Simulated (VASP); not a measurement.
Input of a VASP 6.6.1 run:

The input INCAR:

```
ALGO = Normal
EDIFF = 1E-6
ENCUT = 520
GGA = PE
ISIF = 2
ISMEAR = -1
LASPH = T
LCHARG = F
LREAL = F
LWAVE = F
NBANDS = 49
NELM = 100
PREC = Accurate
SIGMA = 0.1
```

The input KPOINTS:

```
k-points
0
Gamma
  5 5 8
```

The input POSCAR:

```
Sc2P2Se
1.0
    7.4181690000      0.0000000000      0.0000000000
    0.0000000000      7.4181690000      0.0000000000
    0.0000000000      0.0000000000      4.0591250000
Sc P Se
4 4 2
Direct
    0.1731400000      0.6731400000      0.5000000000
    0.3268600000      0.1731400000      0.5000000000
    0.8268600000      0.3268600000      0.5000000000
    0.6731400000      0.8268600000      0.5000000000
    0.3747800000      0.8747800000      0.0000000000
    0.1252200000      0.3747800000      0.0000000000
    0.6252200000      0.1252200000      0.0000000000
    0.8747800000      0.6252200000      0.0000000000
    0.0000000000      0.0000000000      0.0000000000
    0.5000000000      0.5000000000      0.0000000000
```

Potentials or basis: VASP PAW PBE potentials, release 64 (Sc_sv, P, Se).

Launch:

```console
$ cat potpaw_PBE.64/Sc_sv/POTCAR potpaw_PBE.64/P/POTCAR potpaw_PBE.64/Se/POTCAR > POTCAR
$ mpirun -np 1 vasp_std > vasp.out
```

(1) Predict the largest force.

(2) What does it give for the band gap on the k mesh?

## Answers

(1) 0.292 eV/Å.

(2) zero (bands 38 and 39 overlap by 0.60 eV).

Caveat: the cell stands under tension.
